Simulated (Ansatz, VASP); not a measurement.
## One calculation of Li2O, two programs

```xyz
3
Lattice="0.0000 2.2899 2.2899 2.2899 0.0000 2.2899 2.2899 2.2899 0.0000" Properties=species:S:1:pos:R:3 pbc="T T T"
Li    1.1450    1.1450    1.1450
Li    3.4349    3.4349    3.4349
O     0.0000    0.0000    0.0000
```

Alike in both runs: task single point; functional PBEsol; k mesh 8 × 8 × 8; no spin polarisation.

```csv
,VASP,Ansatz
version,VASP 6.6.1,Ansatz 0.2.0
potentials or method,"VASP PAW PBE potentials, release 64 (Li_sv, O)","PAW with Ansatz's default frozen-core files, scalar-relativistic"
plane-wave cutoff (eV),750,420
occupations,"gaussian, width 0.01 eV",fixed
valence electrons in the cell,12,12
```

```csv
,VASP,Ansatz,Ansatz less VASP
gap on the k mesh at the Fermi level (eV),4.87,4.88,+0.008
pressure (GPa),0.1,0.0,-0.11
```

VASP's potentials were made for PBE, not for PBEsol.
